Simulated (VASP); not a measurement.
Write the native input for VASP 6.6.1 that does the following.

```
Task                   : single point
Functional             : PBE
Potentials or basis    : VASP PAW PBE potentials, release 64 (Co)
Cutoff                 : 600 eV
k mesh                 : 15 × 15 × 8
Occupations            : fermi-dirac, width 0.08 eV
Spin                   : collinear spin, ferromagnetic start
Starting moments       : [2.455, 2.455] μB
Fixed moment           : 4.91 μB
Dipole correction      : no
Further INCAR settings : ALGO = Normal; EDIFF = 1e-06; NBANDS = 20
```

The structure of Co lies in POSCAR:

```
Co
1.0
    2.5074000000      0.0000000000      0.0000000000
   -1.2537000000      2.1714720974      0.0000000000
    0.0000000000      0.0000000000      4.0699000000
Co
2
Direct
    0.3333333333      0.6666666667      0.2500000000
    0.6666666667      0.3333333333      0.7500000000
```

These files were run (other wordings do the same):

INCAR

```
SYSTEM = Co
PREC = Accurate
ENCUT = 600
EDIFF = 1E-6
ISMEAR = -1
SIGMA = 0.08
LREAL = .FALSE.
LASPH = .TRUE.
NELM = 200
ALGO = Normal
ISIF = 2
LWAVE = .FALSE.
LCHARG = .FALSE.
ISPIN = 2
MAGMOM = 2.455 2.455
LORBIT = 11
NUPDOWN = 4.91
LMAXMIX = 4
GGA = PE
NBANDS = 20
GGA_COMPAT = .FALSE.
```

KPOINTS

```
regular mesh
0
G
  15 15 8
  0 0 0
```

Potentials or basis: VASP PAW PBE potentials, release 64 (Co).

Launch:

```sh
$ cat potpaw_PBE.64/Co/POTCAR > POTCAR
$ mpirun -np 1 vasp_std > vasp.out
```

It gave:

The pressure is 15.3 GPa. The net moment is 4.91 μB per cell, the site moments are Co +2.39 μB and the valence electrons inside the program's atomic spheres are Co 8.20.

Caveat: the cell stands under pressure; the total moment is fixed, so each spin has its own Fermi level.

Wall time 120 s on 1 thread of AMD EPYC 7R13 (shared host), peak memory 0.2 GiB.
